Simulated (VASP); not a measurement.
Al:

```
Al
1.0
     2.82708    0.00000    0.00000
    -1.41354    2.44832    0.00000
     0.00000    0.00000    9.18599
Al
4
Direct
  0.00000 0.00000 0.00000
  0.33333 0.66667 0.25000
  0.00000 0.00000 0.50000
  0.66667 0.33333 0.75000
```

| Item | Value |
| --- | --- |
| Program | VASP 6.6.1 |
| Task | relaxation of cell and atoms |
| Functional | BLYP |
| Dispersion | D3(BJ) |
| Potentials or basis | VASP PAW PBE potentials, release 64 (Al) |
| Cutoff | 600 eV |
| k mesh | 9 × 9 × 3 |
| Occupations | fermi-dirac, width 0.1 eV |
| Spin | no spin polarisation |

At the start: pressure -1.7 GPa; volume 15.90 Å³/atom.

Question: Where does the relaxation end?

Answer: Over 4 steps the energy falls by 4.2 meV/atom and the volume is 15.53 Å³/atom (-2.3 %); space group P6_3/mmc (No. 194, to 0.05 Å).

The path:
| step | energy change (eV) | largest force (eV/Å) | pressure (GPa) | volume (Å³) |
| --- | --- | --- | --- | --- |
| 1 | 0.0000 | 0.0000 | -1.73 | 63.58 |
| 2 | -0.0160 | 0.0000 | 0.17 | 62.01 |
| 3 | -0.0161 | 0.0000 | 0.33 | 61.89 |
| 4 | -0.0170 | 0.0000 | 0.09 | 62.10 |

Final structure:
```
Al
1.0
     2.78591    0.00000    0.00000
    -1.39295    2.41266    0.00000
     0.00000    0.00000    9.23936
Al
4
Direct
  0.00000 0.00000 0.00000
  0.33333 0.66667 0.25000
  0.00000 0.00000 0.50000
  0.66667 0.33333 0.75000
```

Caveat: the PAW data sets were made with another functional, which shifts forces and pressure a little; pairwise dispersion overbinds metals, which lowers pressure and volume.
